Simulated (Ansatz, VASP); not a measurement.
One calculation of Cd2Si3, two programs

```
Cd Si
1.0
     1.76496    1.01900    9.31984
    -1.76496    1.01900    9.31984
     0.00000   -2.03800    9.31984
Cd Si
2 3
Cartesian
  0.0000 0.0000 11.2439
  0.0000 0.0000 16.7156
  0.0000 0.0000 0.0000
  0.0000 0.0000 5.2985
  0.0000 0.0000 22.6610
```

Alike in both runs: functional PBE; k mesh 6 × 6 × 6; occupations gaussian, width 0.1 eV; no spin polarisation.

Ansatz relaxed the structure, and its values are those at the end. VASP's run is a single point on that final structure, the one shown.

|  | VASP | Ansatz |
| --- | --- | --- |
| version | VASP 6.6.1 | Ansatz 0.2.0 |
| potentials or method | VASP PAW PBE potentials, release 64 (Cd, Si), cutoff 520 eV | scalar-relativistic, plane waves, PAW |
| valence electrons in the cell | 36 | 52 |

Ansatz gave:

```
gap on the k mesh at the Fermi level (eV) : none
pressure (GPa)                            : -0.2
rms of the force components (eV/Å)        : 0.008
```

Q: Which values does VASP return?

A: gap on the k mesh at the Fermi level (eV): none; pressure (GPa): 0.0; rms of the force components (eV/Å): 0.016.

A gap of «none» marks a metal or a gap that the smearing closes. With one functional, cell and mesh, what is left measures potentials, basis and numerics. VASP's potentials hold 36 valence electrons a cell and Ansatz's 52, so a difference there can come from the potentials and not from the codes.
